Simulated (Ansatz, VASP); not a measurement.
# Mg3TeSe2 in VASP and in Ansatz

```
Mg Te Se
1.0
     6.95387    0.00000    0.00000
    -3.47694    6.02223    0.00000
     0.00000    0.00000    3.54906
Mg Te Se
3 1 2
Direct
  0.50000 0.00000 0.50000
  0.50000 0.50000 0.50000
  0.00000 0.50000 0.50000
  0.00000 0.00000 0.00000
  0.33333 0.66667 0.00000
  0.66667 0.33333 0.00000
```

Change from the starting cell: species swapped into the GdAl3Pd2 type (P6/mmm, No. 191).

Alike in both runs: functional PBE; k mesh 6 × 6 × 10; occupations gaussian, width 0.1 eV; no spin polarisation.

Ansatz relaxed the structure, and its values are those at the end. VASP's run is a single point on that final structure, the one shown.

|  | VASP | Ansatz |
| --- | --- | --- |
| version | VASP 6.6.1 | Ansatz 0.2.0 |
| potentials or method | VASP PAW PBE potentials, release 64 (Mg, Te, Se), cutoff 520 eV | scalar-relativistic, plane waves, PAW |
| valence electrons in the cell | 24 | 78 |

```tsv
	VASP	Ansatz	Ansatz less VASP
gap on the k mesh at the Fermi level (eV)	none	none	-
pressure (GPa)	-0.1	0.0	+0.07
```

A gap of «none» marks a metal or a gap that the smearing closes. VASP's potentials hold 24 valence electrons a cell and Ansatz's 78, so a difference there can come from the potentials and not from the codes.

Spin-orbit coupling is off throughout.
